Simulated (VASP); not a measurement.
Runs of VASP 6.6.1 on AlN. The structure is that of space group Fm-3m (No. 225), or close to it. The cells are those of the table. 

```csv
task,level,cell,cutoff (eV),gap on the mesh (eV),pressure (GPa)
single point,PBEsol,"a = 2.974 Å, angles 60.0°, 2 atoms",520,3.48,-24.4
single point,r2SCAN,"a = 2.960 Å, angles 60.0°, 2 atoms",520,4.47,-24.9
relaxation of cell and atoms,PBEsol,"relaxed from a = 2.877 Å, angles 60.0°, 2 atoms",600,4.55,0.0
single point,r2SCAN,"a = 2.893 Å, angles 60.0°, 2 atoms",520,(c),-10.8
single point,PBEsol,"a = 2.986 Å, angles 60.0°, 2 atoms",520,3.38,-26.3
single point,PBEsol,"a = 2.862 Å, angles 60.0°, 2 atoms",520,4.53,(b)
single point,PBEsol,"a = 2.877 Å, angles 60.0°, 2 atoms",520,(a),-3.3
single point,PBEsol,"a = 2.969 Å, angles 60.0°, 2 atoms",520,3.53,-23.6
```

Alike in all rows: potentials or basis VASP PAW PBE potentials, release 64 (Al, N); no spin polarisation; k mesh 10 × 10 × 10; smearing gaussian 0.02 eV.

**Question.** Estimate the missing entries.

**Answer.** (a) 4.35; (b) -0.5; (c) 5.13.

Caveats: the PAW data sets were made with another functional, which shifts forces and pressure a little.

A k mesh can miss the band edges.
